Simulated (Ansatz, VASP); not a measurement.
## One calculation of InSb, two programs

Contents of INCAR:

```
PREC = Accurate ; ENCUT = 600
EDIFF = 1E-6 ; ISMEAR = -1
SIGMA = 0.15 ; LREAL = False
LASPH = True ; NELM = 80
ALGO = Normal ; ISIF = 3
LWAVE = False ; LCHARG = False
GGA = PS ; IBRION = 2
NSW = 80 ; EDIFFG = -0.001
```

File KPOINTS:

```
Automatic mesh
0
Gamma
  12 12 12
```

File POSCAR:

```
InSb
1.0
    0.0000000000      3.2599290654      3.2599290654
    3.2599290654      0.0000000000      3.2599290654
    3.2599290654      3.2599290654      0.0000000000
In Sb
1 1
Direct
    0.0000000000      0.0000000000      0.0000000000
    0.7500000000      0.7500000000      0.7500000000
```

Input for Ansatz:

```yaml
crystal:
  lattice:
    - [0.0, 3.2599290581, 3.2599290581]
    - [3.2599290581, 0.0, 3.2599290581]
    - [3.2599290581, 3.2599290581, 0.0]
  atoms:
    - { symbol: In, position: [0.0, 0.0, 0.0] }
    - { symbol: Sb, position: [0.25, 0.25, 0.25] }
basis:
  ecutwfc: 420
kpoints:
  mp_grid: { grid: [12, 12, 12] }
hamiltonian:
  xc: pbesol
scf:
  occupations: { method: fermi_dirac, width: 0.15 }
output:
  forces: true
  stress: true
  eigenvalues: true
relax:
  adjacent_minimum: "off"
  f_tol: 0.001
  max_steps: 60
  cell: { stress_tol: 0.01 }
```

Alike in both runs: task relaxation of cell and atoms; functional PBEsol; k mesh 12 × 12 × 12; occupations fermi-dirac, width 0.15 eV; no spin polarisation.

|  | VASP | Ansatz |
| --- | --- | --- |
| version | VASP 6.6.1 | Ansatz 0.2.0 |
| potentials or method | VASP PAW PBE potentials, release 64 (In_d, Sb), cutoff 600 eV | scalar-relativistic, plane waves, PAW |
| valence electrons in the cell | 18 | 28 |

```tsv
	VASP	Ansatz	Ansatz less VASP
gap on the k mesh at the Fermi level, each at its own relaxed structure (eV)	none	none	-
relaxed volume (Å³/atom)	34.69	34.64	-0.046
relaxed length of the cell vector where the two differ most in proportion (Å)	4.612	4.610	-0.0020
```

VASP's potentials were made for PBE, not for PBEsol. A gap of «none» marks a metal or a gap that the smearing closes. VASP's potentials hold 18 valence electrons a cell and Ansatz's 28, so a difference there can come from the potentials and not from the codes.

Spin-orbit coupling is off throughout.
